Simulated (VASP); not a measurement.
# ZnO in VASP: settings compared

Aim: see how the results for ZnO move with the level of theory and the settings. Levels: PBE, r2SCAN. Tasks: single point.

Everything below comes from runs of VASP 6.6.1. Logs are shortened: lines on timing, memory, paths and dates and some standing lists are left out, and cuts for length are marked.

### Step 1. The cell of the first run

It takes space group Immm (No. 71, orthorhombic). Conventional cell: a = 2.991 Å, b = 3.044 Å, c = 4.268 Å, α = 90.00°, β = 90.00°, γ = 90.00°. Within 2.8 Å of Zn (site symmetry mmm) lie 6 O at 2.13 Å. Within 2.8 Å of O (site symmetry mmm) lie 6 Zn at 2.13 Å.

### Step 2. Single point, PBE (shear xy strain +1.8%)

Input file INCAR:

```
ALGO = Normal ; EDIFF = 1E-6
ENCUT = 520 ; GGA = PE
ISIF = 2 ; ISMEAR = -1
LASPH = True ; LCHARG = True
LELF = True ; LREAL = False
LVHAR = True ; LWAVE = False
NBANDS = 16 ; NELM = 100
PREC = Accurate ; SIGMA = 0.02
```

Input file KPOINTS:

```
k-points
0
Gamma
  10 10 10
```

Input file POSCAR:

```
ZnO
1.0
    0.0187771795      2.1337703963      2.1337703963
    2.1337703963      0.0187771795      2.1337703963
    2.1525475758      2.1525475758      0.0000000000
Zn O
1 1
Direct
    0.0000000000      0.0000000000      0.0000000000
    0.5000000000      0.5000000000      0.5000000000
```

Potentials or basis: VASP PAW PBE potentials, release 64 (Zn, O).

The run is started by

```
> cat potpaw_PBE.64/Zn/POTCAR potpaw_PBE.64/O/POTCAR > POTCAR
> mpirun -np 1 vasp_std > vasp.out
```

OUTCAR:

```text
EDIFF = 1E-6
   ENCUT = 520
   GGA = PE
   ISIF = 2
   ISMEAR = -1
   LASPH = True
   LREAL = False
   NELM = 100
   PREC = Accurate

 ion  position               nearest neighbor table
   1  0.000  0.000  0.000-   2 2.13   2 2.13   2 2.13   2 2.13   2 2.13   2 2.13
   2  0.500  0.500  0.500-   1 2.13   1 2.13   1 2.13   1 2.13   1 2.13   1 2.13

  LATTYP: Found a body centered orthorhombic cell.
 ALAT       =     2.9910520915
 B/A-ratio  =     1.0177562551
 C/A-ratio  =     1.4267691307

  Lattice vectors:

 A1 = (   2.1337703963,   0.0187771795,  -2.1337703963)
 A2 = (  -2.1337703963,  -0.0187771795,  -2.1337703963)
 A3 = (   0.0187771795,   2.1337703963,   2.1337703963)

Analysis of symmetry for initial positions (statically):
=====================================================================
 Subroutine PRICEL returns:
 Original cell was already a primitive cell.

 Routine SETGRP: Setting up the symmetry group for a
 body centered orthorhombic supercell.

 Subroutine GETGRP returns: Found  8 space group operations
 (whereof  8 operations were pure point group operations)
 out of a pool of  8 trial point group operations.

The static configuration has the point symmetry D_2h.

Analysis of symmetry for dynamics (positions and initial velocities):
=====================================================================
 Subroutine PRICEL returns:
 Original cell was already a primitive cell.

 Routine SETGRP: Setting up the symmetry group for a
 body centered orthorhombic supercell.

 Subroutine GETGRP returns: Found  8 space group operations
 (whereof  8 operations were pure point group operations)
 out of a pool of  8 trial point group operations.

The dynamic configuration has the point symmetry D_2h.

 Subroutine INISYM returns: Found  8 space group operations
 (whereof  8 operations are pure point group operations),
 and found     1 'primitive' translations

----------------------------------------------------------------------------------------

                                     Primitive cell

  volume of cell :      19.4285

  direct lattice vectors                    reciprocal lattice vectors
     0.018777180  2.133770396  2.133770396    -0.236407378  0.236407378  0.234326993
     2.133770396  0.018777180  2.133770396     0.236407378 -0.236407378  0.234326993
     2.152547576  2.152547576  0.000000000     0.232282903  0.232282903 -0.234326993

  length of vectors
     3.017665454  3.017665454  3.044161975     0.408272012  0.408272012  0.403509397

  position of ions in fractional coordinates (direct lattice)
     0.000000000  0.000000000  0.000000000
     0.500000000  0.500000000  0.500000000

  ion indices of the primitive-cell ions
   primitive index   ion index
                 1           1
                 2           2

----------------------------------------------------------------------------------------

 KPOINTS: k-points

Automatic generation of k-mesh.
 Grid dimensions read from file:
 generate k-points for:   10   10   10

 Generating k-lattice:

  Cartesian coordinates                     Fractional coordinates (reciprocal lattice)
    -0.023640738  0.023640738  0.023432699     0.100000000  0.000000000  0.000000000
     0.023640738 -0.023640738  0.023432699     0.000000000  0.100000000  0.000000000
     0.023228290  0.023228290 -0.023432699    -0.000000000 -0.000000000  0.100000000

  Length of vectors
     0.040827201  0.040827201  0.040350940

  Shift w.r.t. Gamma in fractional coordinates (k-lattice)
     0.000000000  0.000000000  0.000000000

 Subroutine IBZKPT returns following result:
 ===========================================

 Found    171 irreducible k-points:

 Following reciprocal coordinates:
            Coordinates               Weight
  0.000000  0.000000  0.000000      1.000000
  0.100000 -0.000000  0.000000      4.000000
  0.200000 -0.000000  0.000000      4.000000
  0.300000  0.000000  0.000000      4.000000
  0.400000  0.000000  0.000000      4.000000
  0.500000 -0.000000  0.000000      2.000000
[... 16 lines left out ...]
  0.300000  0.300000  0.000000      2.000000
  0.400000  0.300000  0.000000      4.000000
 [... further k-points ...]
   k-points           NKPTS =    171   k-points in BZ     NKDIM =    171   number of bands    NBANDS=     16
   number of dos      NEDOS =    301   number of ions     NIONS =      2
   total plane-waves  NPLWV =  13824
   dimension x,y,z NGX =    24 NGY =   24 NGZ =   24
   dimension x,y,z NGXF=    48 NGYF=   48 NGZF=   48
   ions per type =               1   1
   NGX,Y,Z   is equivalent  to a cutoff of  13.22, 13.22, 13.11 a.u.
   NGXF,Y,Z  is equivalent  to a cutoff of  26.44, 26.44, 26.21 a.u.
 SYSTEM =  unknown system
   PREC   = accura    normal or accurate (medium, high low for compatibility)
   ISTART =      0    job   : 0-new  1-cont  2-samecut
   ICHARG =      2    charge: 1-file 2-atom 10-const
   ISPIN  =      1    spin polarized calculation?
   LNONCOLLINEAR =      F non collinear calculations
   LSORBIT =      F    spin-orbit coupling
   LASPH  =      T    aspherical Exc in radial PAW
   ENCUT  =  520.0 eV  38.22 Ry    6.18 a.u.   5.61  5.61  5.66*2*pi/ulx,y,z
   NELM   =    100;   NELMIN=  2; NELMDL= -5     # of ELM steps
   EDIFF  = 0.1E-05   stopping-criterion for ELM
   LREAL  =      F    real-space projection
   EDIFFG = 0.1E-04   stopping-criterion for IOM
   NSW    =      0    number of steps for IOM
   IBRION =     -1    ionic relax: 0-MD 1-quasi-New 2-CG
   NFREE  =      0    steps in history (QN), initial steepest desc. (CG)
   ISIF   =      2    stress and relaxation
   ISYM   =      2    0-nonsym 1-usesym 2-fastsym
   POTIM  = 0.5000    time-step for ionic-motion
   TEBEG  =    0.0;   TEEND  =   0.0 temperature during run
   PSTRESS=    0.0 pullay stress
   NELECT =      18.0000    total number of electrons
   NUPDOWN=      -1.0000    fix difference up-down
   EMIN   =  10.00;   EMAX   =-10.00  energy-range for DOS
   EFERMI =   0.00;   METHOD = LEGACY
   ISMEAR =    -1;   SIGMA  =   0.02  broadening in eV -4-tet -1-fermi 0-gaus
   EFERMI_NEDOS =   21; number of points for ismear=-14 and -15
   IALGO  =     38    algorithm
   IMIX   =      4    mixing-type and parameters
     AMIX     =   0.40;   BMIX     =  1.00
     AMIX_MAG =   1.60;   BMIX_MAG =  1.00
  volume/ion in A,a.u.               =       9.71        65.56
  Fermi-wavevector in a.u.,A,eV,Ry     =   1.595950  3.015908 34.654792  2.547055
  Thomas-Fermi vector in A             =   2.693788
   LORBIT       =      0    0 simple, 1 ext, 2 COOP (PROOUT), +10 PAW based schemes
   GGA     = PE    functional components
   LHFCALC =     F    Hartree Fock is set to
   AEXX    =    0.0000 exact exchange contribution
   IVDW    =     0    specifies the selected vdW correction
   LEPSILON=     F    determine dielectric tensor
   LRPA    =     F    only Hartree local field effects (RPA)
 non-spin polarized calculation
  energy-cutoff  :      520.00
  volume of cell :       19.43
 maximum number of plane-waves:       537
   NGX = 11   NGY = 11   NGZ = 11

 number of electron      18.0000003 magnetization

 Free energy of the ion-electron system (eV)
  ---------------------------------------------------
  ext. energy  EPLUGINS =         0.00000000
  ---------------------------------------------------
  free energy    TOTEN  =        -8.60290270 eV

  energy without entropy =       -8.60290270  energy(sigma->0) =       -8.60290270

 E-fermi :   3.3193     XC(G=0): -12.3446

 val. band max:        2.8390458343   @ k =   0.0000   0.0000   0.5000
 cond. band min:       3.7415467868   @ k =   0.0000   0.0000   0.0000
 fundamental gap:      0.9025009525
 Fermi energy:         3.3193185115

 k-point     1 :       0.0000    0.0000    0.0000
  band No.  band energies     occupation
      1     -15.8505      2.00000
      2      -2.0599      2.00000
      3      -2.0512      2.00000
      4      -2.0354      2.00000
      5      -1.8281      2.00000
      6      -1.8266      2.00000
[... 8 lines left out ...]
     15      22.2395      0.00000
     16      22.3885      0.00000

 k-point     2 :       0.1000   -0.0000    0.0000
  band No.  band energies     occupation
      1     -15.7367      2.00000
      2      -2.1216      2.00000
      3      -2.0776      2.00000
      4      -2.0498      2.00000
      5      -1.9306      2.00000
      6      -1.9273      2.00000
[... 8 lines left out ...]
     15      22.2816      0.00000
     16      22.5440      0.00000

 k-point     3 :       0.2000   -0.0000    0.0000
  band No.  band energies     occupation
      1     -15.4218      2.00000
      2      -2.5329      2.00000
      3      -2.3710      2.00000
      4      -2.3329      2.00000
      5      -1.8812      2.00000
      6      -1.8783      2.00000
[... 8 lines left out ...]
     15      23.0551      0.00000
     16      23.3822      0.00000

 k-point     4 :       0.3000    0.0000    0.0000
  band No.  band energies     occupation
      1     -14.9919      2.00000
      2      -3.4236      2.00000
      3      -2.7235      2.00000
      4      -2.6758      2.00000
      5      -1.7592      2.00000
      6      -1.7521      2.00000
[... 8 lines left out ...]
     15      24.4699      0.00000
     16      24.8282      0.00000
[... 324 lines left out ...]
 k-point    22 :      -0.2000    0.2000    0.0000
  band No.  band energies     occupation
      1     -14.8745      2.00000
      2      -3.4301      2.00000
      3      -2.8224      2.00000
      4      -2.5145      2.00000
      5      -1.8394      2.00000
      6      -1.6085      2.00000
[... 8 lines left out ...]
     15      24.6900      0.00000
     16      25.9789      0.00000

 k-point    23 :       0.3000    0.3000    0.0000
  band No.  band energies     occupation
      1     -14.8418      2.00000
      2      -3.4021      2.00000
      3      -2.3365      2.00000
      4      -1.9009      2.00000
      5      -1.8738      2.00000
      6      -1.6933      2.00000
[... 8 lines left out ...]
     15      30.0695      0.00000
     16      31.3256      0.00000

 k-point    24 :       0.4000    0.3000    0.0000
  band No.  band energies     occupation
      1     -14.5997      2.00000
      2      -3.4115      2.00000
      3      -2.4588      2.00000
      4      -2.0401      2.00000
      5      -1.7910      2.00000
      6      -1.5872      2.00000
[... 8 lines left out ...]
     15      30.3891      0.00000
     16      30.9088      0.00000

 [... further k-points ...]
[... 5 lines left out ...]
  --------------------------------------------------------------------------------------
  -------------------------------------------------------------------------------------
  Total        1.1092046      1.1092046      1.1041488     -0.1766373      0.0000000      0.0000000
  in kB       91.4708704     91.4708704     91.0539446    -14.5664412      0.0000000      0.0000000
  external PRESSURE =      91.3318952 kB  Pullay stress =       0.0000000 kB

 VOLUME and BASIS-vectors are now :
 -----------------------------------------------------------------------------
  energy-cutoff  :      520.00
  volume of cell :       19.43
      direct lattice vectors                 reciprocal lattice vectors
     0.018777180  2.133770396  2.133770396    -0.236407378  0.236407378  0.234326993
     2.133770396  0.018777180  2.133770396     0.236407378 -0.236407378  0.234326993
     2.152547576  2.152547576  0.000000000     0.232282903  0.232282903 -0.234326993

 POSITION                                       TOTAL-FORCE (eV/Angst)
 -----------------------------------------------------------------------------------
      0.00000      0.00000      0.00000        -0.000000      0.000000      0.000000
      2.15255      2.15255      2.13377         0.000000     -0.000000     -0.000000
 -----------------------------------------------------------------------------------
    total drift:                                0.000000     -0.000000     -0.000000

  FREE ENERGIE OF THE ION-ELECTRON SYSTEM (eV)
  ---------------------------------------------------
  free  energy   TOTEN  =        -8.6029027000 eV

  energy  without entropy=       -8.6029027000  energy(sigma->0) =       -8.60290270
```

Wall time 31 s (1 thread of Intel Xeon Platinum 8488C (Sapphire Rapids), shared host); peak memory 0.18 GiB.

Results:

```
Free energy            : -8.6029 eV
Pressure               : 9.1 GPa
Band gap on the k mesh : 0.90 eV, indirect (least direct gap 2.24 eV)
```

Stress tensor (GPa, compression positive):
```
 9.15 -1.46  0.00
-1.46  9.15  0.00
 0.00  0.00  9.11
```

Levels at points of the mesh, in eV from the valence-band top:
| k point | band 7 | band 8 | band 9 | band 10 | band 11 | band 12 |
| --- | --- | --- | --- | --- | --- | --- |
| (0.00, 0.00, 0.00) | -1.48 | -1.41 | -1.34 | 0.90 | 17.77 | 18.02 |
| (0.50, 0.00, 0.00) | -3.61 | -0.02 | -0.02 | 5.37 | 9.22 | 12.65 |
| (0.50, 0.50, 0.00) | -4.02 | -2.97 | -2.75 | 4.23 | 10.71 | 11.29 |
| (0.00, 0.00, 0.50) | -3.65 | -0.01 | 0.00 | 5.49 | 9.07 | 12.90 |
| (0.50, 0.00, 0.50) | -4.02 | -2.86 | -2.86 | 4.24 | 10.70 | 11.28 |

Caveat: the cell differs from its parent crystal (shear xy strain +1.8%). A k mesh can miss the band edges.

### Step 3. Single point, r2SCAN (epitaxial 111 strain -3.8%)

Input file POSCAR:

```
ZnO
1.0
    0.0991186987      2.1511656889      2.1511656889
    2.1511656889      0.0991186987      2.1511656889
    2.1511656889      2.1511656889      0.0991186987
Zn O
1 1
Direct
    0.0000000000      0.0000000000      0.0000000000
    0.5000000000      0.5000000000      0.5000000000
```

Input file INCAR.step1:

```
PREC = Accurate ; ENCUT = 520
ISMEAR = 0 ; SIGMA = 0.01
LREAL = False ; LASPH = True
NELM = 60 ; NBANDS = 16
GGA = PE ; ALGO = Normal
EDIFF = 1E-4 ; LWAVE = True
LCHARG = False
```

Input file INCAR.step2:

```
PREC = Accurate ; ENCUT = 520
EDIFF = 1E-6 ; ISMEAR = 0
SIGMA = 0.01 ; LREAL = False
LASPH = True ; NELM = 60
ALGO = Normal ; ISIF = 2
LWAVE = False ; LCHARG = False
METAGGA = R2SCAN ; LMIXTAU = True
NBANDS = 16 ; ISTART = 1
```

Input file KPOINTS:

```
Automatic mesh
0
Gamma
  10 10 10
```

Potentials or basis: VASP PAW PBE potentials, release 64 (Zn, O).

The run is started by

```
> cat potpaw_PBE.64/Zn/POTCAR potpaw_PBE.64/O/POTCAR > POTCAR
> cp INCAR.step1 INCAR
> mpirun -np 1 vasp_std > vasp.out
> cp INCAR.step2 INCAR
> mpirun -np 1 vasp_std > vasp.out
```

It took 73 s on 1 thread of Intel Xeon Platinum 8488C (Sapphire Rapids), shared host; peak memory 0.16 GiB.

The run converged. Its results:

| Property | Result |
| --- | --- |
| Free energy | -17.8766 eV |
| Pressure | 11.4 GPa |
| Band gap on the k mesh | 1.67 eV, indirect (least direct gap 3.13 eV) |

Stress tensor (GPa, compression positive):
```
11.44 -4.86 -4.86
-4.86 11.44 -4.86
-4.86 -4.86 11.44
```

Levels at points of the mesh, in eV from the valence-band top:
```csv
k point,band 7,band 8,band 9,band 10,band 11,band 12
"(0.00, 0.00, 0.00)",-2.09,-1.46,-1.46,1.67,17.80,18.97
"(0.50, 0.00, 0.00)",-3.68,-0.09,-0.07,5.95,10.62,13.38
"(0.50, 0.50, 0.00)",-4.16,-3.51,-2.90,5.16,11.81,12.09
"(0.50, 0.50, 0.50)",-3.95,0.00,0.00,6.82,9.76,15.07
```

Caveat: the cell differs from its parent crystal (epitaxial 111 strain -3.8%); the PAW data sets were made with another functional, which shifts forces and pressure a little.

### Step 4. Single point, r2SCAN (strain along [111] +5.0%)

Input file POSCAR:

```
ZnO
1.0
    0.0708411772      2.2046115735      2.2046115735
    2.2046115735      0.0708411772      2.2046115735
    2.2046115735      2.2046115735      0.0708411772
Zn O
1 1
Direct
    0.0000000000      0.0000000000      0.0000000000
    0.5000000000      0.5000000000      0.5000000000
```

Input file INCAR.step1:

```
  PREC = Accurate
  ENCUT = 520
  ISMEAR = 0
  SIGMA = 0.01
  LREAL = F
  LASPH = T
  NELM = 100
  NBANDS = 16
  GGA = PE
  ALGO = Normal
  EDIFF = 1E-4
  LWAVE = T
  LCHARG = F
```

Input file INCAR.step2:

```
  PREC = Accurate
  ENCUT = 520
  EDIFF = 1E-6
  ISMEAR = 0
  SIGMA = 0.01
  LREAL = F
  LASPH = T
  NELM = 100
  ALGO = Normal
  ISIF = 2
  LWAVE = F
  LCHARG = T
  METAGGA = R2SCAN
  LMIXTAU = T
  LELF = T
  LVHAR = T
  NBANDS = 16
  ISTART = 1
```

Input file KPOINTS:

```
regular mesh
0
Gamma
  10 10 10
```

Potentials or basis: VASP PAW PBE potentials, release 64 (Zn, O).

The run is started by

```
> cat potpaw_PBE.64/Zn/POTCAR potpaw_PBE.64/O/POTCAR > POTCAR
> cp INCAR.step1 INCAR
> mpirun -np 1 vasp_std > vasp.out
> cp INCAR.step2 INCAR
> mpirun -np 1 vasp_std > vasp.out
```

OUTCAR:

```text
PREC = Accurate
   ENCUT = 520
   EDIFF = 1E-6
   ISMEAR = 0
   LREAL = F
   LASPH = T
   NELM = 100
   ISIF = 2
   METAGGA = R2SCAN
   ISTART = 1

 ion  position               nearest neighbor table
   1  0.000  0.000  0.000-   2 2.17   2 2.17   2 2.17   2 2.17   2 2.17   2 2.17
   2  0.500  0.500  0.500-   1 2.17   1 2.17   1 2.17   1 2.17   1 2.17   1 2.17

  LATTYP: Found a trigonal (rhomboedric) cell.
 ALAT       =     3.1185962952
 COS(alpha) =     0.5318585955

[... 192 lines left out ...]
      4      -2.8998      2.00000
      5      -2.7194      2.00000
      6      -2.7194      2.00000
[... 433 lines left out ...]
      3      -3.2363      2.00000
      4      -2.9069      2.00000
      5      -2.6702      2.00000
      6      -2.5110      2.00000
[... 8 lines left out ...]
     15      29.9054      0.00000
     16      29.9938      0.00000

 [... further k-points ...]
[... 5 lines left out ...]
  --------------------------------------------------------------------------------------
  -------------------------------------------------------------------------------------
  Total       -0.9210217     -0.9210217     -0.9210217     -0.4125016     -0.4125016     -0.4125016
  in kB      -72.3437206    -72.3437206    -72.3437206    -32.4008623    -32.4008623    -32.4008623
  external PRESSURE =     -72.3437206 kB  Pullay stress =       0.0000000 kB

 VOLUME and BASIS-vectors are now :
 -----------------------------------------------------------------------------
  energy-cutoff  :      520.00
  volume of cell :       20.40
      direct lattice vectors                 reciprocal lattice vectors
     0.070841177  2.204611573  2.204611573    -0.238032297  0.230621689  0.230621689
     2.204611573  0.070841177  2.204611573     0.230621689 -0.238032297  0.230621689
     2.204611573  2.204611573  0.070841177     0.230621689  0.230621689 -0.238032297

 POSITION                                       TOTAL-FORCE (eV/Angst)
 -----------------------------------------------------------------------------------
      0.00000      0.00000      0.00000         0.000000     -0.000000      0.000000
      2.24003      2.24003      2.24003        -0.000000      0.000000     -0.000000
 -----------------------------------------------------------------------------------
    total drift:                                0.000000     -0.000000     -0.000000

  FREE ENERGIE OF THE ION-ELECTRON SYSTEM (eV)
  ---------------------------------------------------
  free  energy   TOTEN  =       -17.9106747511 eV

  energy  without entropy=      -17.9106747511  energy(sigma->0) =      -17.91067475
```

OUTCAR.step1:

```text
PREC = Accurate
   ENCUT = 520
   ISMEAR = 0
   LREAL = F
   LASPH = T
[... 677 lines left out ...]
 -----------------------------------------------------------------------------------
      0.00000      0.00000      0.00000         0.000000     -0.000000     -0.000000
      2.24003      2.24003      2.24003         0.000000      0.000000      0.000000
 -----------------------------------------------------------------------------------
    total drift:                                0.000000     -0.000000     -0.000000

  FREE ENERGIE OF THE ION-ELECTRON SYSTEM (eV)
  ---------------------------------------------------
  free  energy   TOTEN  =        -8.6153153404 eV

  energy  without entropy=       -8.6153153404  energy(sigma->0) =       -8.61531534
```

Run time: 87 s. Hardware: 1 thread of Intel Xeon Platinum 8488C (Sapphire Rapids), shared host; peak memory 0.17 GiB.

Results:

```
Free energy            : -17.9107 eV
Pressure               : -7.2 GPa
Band gap on the k mesh : 1.24 eV, indirect (least direct gap 2.40 eV)
```

Caveat: the cell differs from its parent crystal (strain along [111] +5.0%); the PAW data sets were made with another functional, which shifts forces and pressure a little.

(Continued in part 2 of 2.)
